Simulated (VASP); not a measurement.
Wanted: the native input for a VASP 6.6.1 run.

* Task: single point
* Functional: PBE
* Dispersion: D3(BJ)
* Potentials or basis: VASP PAW PBE potentials, release 64 (Ti_sv, W_sv)
* Cutoff: 520 eV
* k mesh: 3 × 3 × 3
* Occupations: fermi-dirac, width 0.1 eV
* Spin: no spin polarisation
* Dipole correction: no
* Further INCAR settings: LREAL = Auto; ALGO = Normal; EDIFF = 1e-07; NBANDS = 117

The structure of TiW14 (a cell with a defect) lies in POSCAR:

```
TiW14
1.0
    6.3200000000      0.0000000000      0.0000000000
    0.0000000000      6.3200000000      0.0000000000
    0.0000000000      0.0000000000      6.3200000000
Ti W
1 14
Direct
    0.0096925633     -0.0067974684     -0.0066330696
    0.5010626582      0.0005525316      0.0007037975
    0.0023424051      0.5018313291      0.0007061709
    0.0023398734      0.0005558544      0.5019859177
    0.2509311709      0.2504553797      0.2506107595
    0.4960450949      0.5068514241     -0.0027015823
    0.4960473101     -0.0028556962      0.5070030063
    0.7499223101      0.2529759494      0.2531318038
    0.0057514241      0.5068504747      0.5069998418
    0.2533916139      0.7495053797      0.2553351266
    0.2533897152      0.2551740506      0.7496591772
    0.5011950949      0.5017001582      0.5018533228
    0.7524395570      0.7519678797      0.2506088608
    0.7524398734      0.2504566456      0.7521207278
    0.7477246835      0.7495060127      0.7496604430
```

These files were run (other wordings do the same):

INCAR

```
SYSTEM = TiW14
PREC = Accurate
ENCUT = 520
EDIFF = 1E-7
ISMEAR = -1
SIGMA = 0.1
LREAL = Auto
LASPH = .TRUE.
NELM = 80
ALGO = Normal
ISIF = 2
LWAVE = .FALSE.
LCHARG = .TRUE.
GGA = PE
IVDW = 12
LELF = .TRUE.
LVHAR = .TRUE.
NBANDS = 117
```

KPOINTS

```
regular mesh
0
G
  3 3 3
  0 0 0
```

Potentials or basis: VASP PAW PBE potentials, release 64 (Ti_sv, W_sv).

Run with:

```bash
$ cat potpaw_PBE.64/Ti_sv/POTCAR potpaw_PBE.64/W_sv/POTCAR > POTCAR
$ mpirun -np 1 vasp_std > vasp.out
```

Results of the run:

| Item | Value |
| --- | --- |
| Pressure | -6.3 GPa |
| Largest force | 0.015 eV/Å |
| Band gap on the k mesh | zero (band 104 reaches 10.38 eV, above the bottom of band 105 at 9.46 eV) |
| Dispersion energy per atom | -0.651 eV |

Caveat: spin-orbit coupling is left out, which moves the levels of the heavy elements.

It took 14 min on 1 thread of Intel(R) Xeon(R) Platinum 8259CL CPU @ 2.50GHz (Skylake/Cascade Lake) (shared host), peak memory 0.44 GiB.
